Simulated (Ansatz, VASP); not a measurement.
**Two plane-wave programs on GaN**

```
Ga N
1.0
     3.18000    0.00000    0.00000
    -1.59000    2.75396    0.00000
     0.00000    0.00000    5.16600
Ga N
2 2
Direct
  0.32860 0.66667 0.00000
  0.66193 0.33333 0.50000
  0.35692 0.66667 0.37500
  0.69025 0.33333 0.87500
```

Change from the starting cell: mode 7 (550.3 1/cm) frozen in, largest displacement +0.075 Å.

Alike in both runs: task single point; functional r2SCAN; k mesh 12 × 12 × 6; occupations gaussian, width 0.05 eV; no spin polarisation.

```csv
,VASP,Ansatz
version,VASP 6.6.1,Ansatz 0.2.0
potentials or method,"VASP PAW PBE potentials, release 64 (Ga_d, N), cutoff 520 eV","scalar-relativistic, plane waves, PAW"
valence electrons in the cell,36,36
```

```tsv
	VASP	Ansatz	Ansatz less VASP
gap on the k mesh at the Fermi level (eV)	2.29	2.30	+0.005
least direct gap on the mesh (eV)	2.29	2.30	+0.005
pressure (GPa)	3.1	1.9	-1.11
traceless stress, the component that is largest in VASP (GPa)	3.81	3.64	-0.169
rms of the force components (eV/Å)	0.704	0.692	-0.0120
```

VASP's potentials were made for PBE, not for r2SCAN. Atom by atom the forces differ by 0.012 eV/Å (rms over components).
